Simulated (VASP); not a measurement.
Set up this calculation in VASP 6.6.1, as the native input.

* Task: relaxation of cell and atoms
* Functional: PBEsol
* Potentials or basis: VASP PAW PBE potentials, release 64 (Ti_sv, O)
* Cutoff: 600 eV
* k mesh: 6 × 6 × 8
* Occupations: gaussian, width 0.01 eV
* Spin: no spin polarisation
* Target pressure: 10 GPa
* Dipole correction: no
* Further INCAR settings: ALGO = Normal; EDIFF = 1e-06; IBRION = 2; EDIFFG = -0.002; NSW = 100; ISIF = 3

The structure of TiO2 lies in POSCAR:

```
TiO2
1.0
    4.5912577569      0.0000000000      0.0000000000
    0.0000000000      4.5912577569      0.0000000000
    0.0000000000      0.0000000000      2.9389898555
Ti O
2 4
Direct
    0.0000000000      0.0000000000      0.0000000000
    0.5000000000      0.5000000000      0.5000000000
    0.3044381815      0.3044381815      0.0000000000
    0.1955618185      0.8044381815      0.5000000000
    0.6955618185      0.6955618185      0.0000000000
    0.8044381815      0.1955618185      0.5000000000
```

One way to write it, as run:

INCAR

```
PREC = Accurate ; ENCUT = 600
EDIFF = 1E-6 ; ISMEAR = 0
SIGMA = 0.01 ; LREAL = F
LASPH = T ; NELM = 80
ALGO = Normal ; ISIF = 3
LWAVE = F ; LCHARG = F
GGA = PS ; IBRION = 2
NSW = 100 ; EDIFFG = -0.002
PSTRESS = 100.0
```

KPOINTS

```
Automatic mesh
0
Gamma
  6 6 8
```

Potentials or basis: VASP PAW PBE potentials, release 64 (Ti_sv, O).

Run with:

```bash
$ cat potpaw_PBE.64/Ti_sv/POTCAR potpaw_PBE.64/O/POTCAR > POTCAR
$ mpirun -np 1 vasp_std > vasp.out
```

It gave:

```yaml
Relaxed_volume: 9.93 Å³/atom
Relaxed_cell: a = 4.518 Å, b = 4.518 Å, c = 2.918 Å, α = 90.00°, β = 90.00°, γ = 90.00°
Space_group_after_relaxing_to_0.05_Å: P4_2/mnm (No. 136)
Energy_change_on_relaxing_the_enthalpy_is_what_falls: +12.3 meV/atom
Ionic_steps: 15
Pressure_after_relaxing: 10.0 GPa
Band_gap_on_the_k_mesh: 1.87 eV, direct
```

Caveat: the cell is relaxed towards a set pressure, so the enthalpy falls and the energy may rise; the PAW data sets were made with another functional, which shifts forces and pressure a little.

It took 19 min on 1 thread of AMD EPYC 7R13, on a shared host, peak memory 0.22 GiB.
